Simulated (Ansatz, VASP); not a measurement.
# Si2Sb in VASP and in Ansatz

```
Si Sb
1.0
     4.45026   -4.19040    0.00000
     4.45026    4.19040    0.00000
     0.00000    0.00000    4.95523
Si Sb
4 2
Direct
  0.85496 0.14504 0.25000
  0.14504 0.85496 0.25000
  0.85496 0.14504 0.75000
  0.14504 0.85496 0.75000
  0.00000 0.50000 0.00000
  0.50000 0.00000 0.50000
```

Alike in both runs: functional PBE; k mesh 4 × 4 × 4; occupations gaussian, width 0.1 eV; no spin polarisation.

Ansatz relaxed the structure, and its values are those at the end. VASP's run is a single point on that final structure, the one shown.

|  | VASP | Ansatz |
| --- | --- | --- |
| version | VASP 6.6.1 | Ansatz 0.2.0 |
| potentials or method | VASP PAW PBE potentials, release 64 (Si, Sb), cutoff 520 eV | scalar-relativistic, plane waves, PAW |
| valence electrons in the cell | 26 | 46 |

```tsv
	VASP	Ansatz	Ansatz less VASP
gap on the k mesh at the Fermi level (eV)	none	none	-
pressure (GPa)	-0.1	-0.2	-0.06
rms of the force components (eV/Å)	0.008	0.003	-0.0053
```

A gap of «none» marks a metal or a gap that the smearing closes. VASP's potentials hold 26 valence electrons a cell and Ansatz's 46, so a difference there can come from the potentials and not from the codes.

Neither program's run includes spin-orbit coupling.
